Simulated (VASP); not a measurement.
CeTi:

```
Ce Ti
1.0
     3.62871    0.00000    0.00000
     0.00000    3.62871    0.00000
     0.00000    0.00000    3.62871
Ce Ti
1 1
Cartesian
  0.0000 0.0000 0.0000
  1.8144 1.8144 1.8144
```

Base run:

| Item | Value |
| --- | --- |
| Program | VASP 6.6.1 |
| Functional | PBE |
| Potentials or basis | VASP PAW PBE potentials, release 64 (Ce, Ti_sv) |
| Cutoff | 500 eV |
| k mesh | 5 × 5 × 5 |
| Occupations | fermi-dirac, width 0.1 eV |
| Spin | no spin polarisation |

Its results: band gap on the k mesh zero (bands 12 and 13 overlap by 0.48 eV); pressure -1.9 GPa.

Problem. The run is repeated on the same cell with these changes: occupations from fermi-dirac, width 0.1 eV to fermi-dirac, width 0.025 eV. What comes out?

Solution. Band gap on the k mesh zero (bands 12 and 13 overlap by 0.43 eV); pressure -2.6 GPa.

Caveats: spin-orbit coupling is left out, which moves the levels of the heavy elements; semilocal functionals describe open f shells poorly, which spoils levels, moments and volumes.
